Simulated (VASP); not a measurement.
The system is Cu.

```
CELL_PARAMETERS angstrom
-1.44279 1.44279 1.37608
1.44279 -1.44279 1.37608
1.44279 1.44279 -1.37608
ATOMIC_POSITIONS crystal
Cu 0.00000 0.00000 0.00000
```

Base run:

| Property | Result |
| --- | --- |
| Program | VASP 6.6.1 |
| Functional | PBE |
| Potentials or basis | VASP PAW PBE potentials, release 64 (Cu_sv_GW) |
| Cutoff | 820 eV |
| k mesh | 13 × 13 × 13 |
| Occupations | gaussian, width 0.016 eV |
| Spin | no spin polarisation |

Its results: band gap on the k mesh zero (an odd number of electrons rules out a gap without spin polarisation); pressure 5.9 GPa.

Question: The run is repeated on the same cell with these changes: occupations from gaussian, width 0.016 eV to gaussian, width 0.023 eV. What comes out?

Answer: Band gap on the k mesh zero (an odd number of electrons rules out a gap without spin polarisation); pressure 6.3 GPa.

Caveats: the cell stands under pressure.
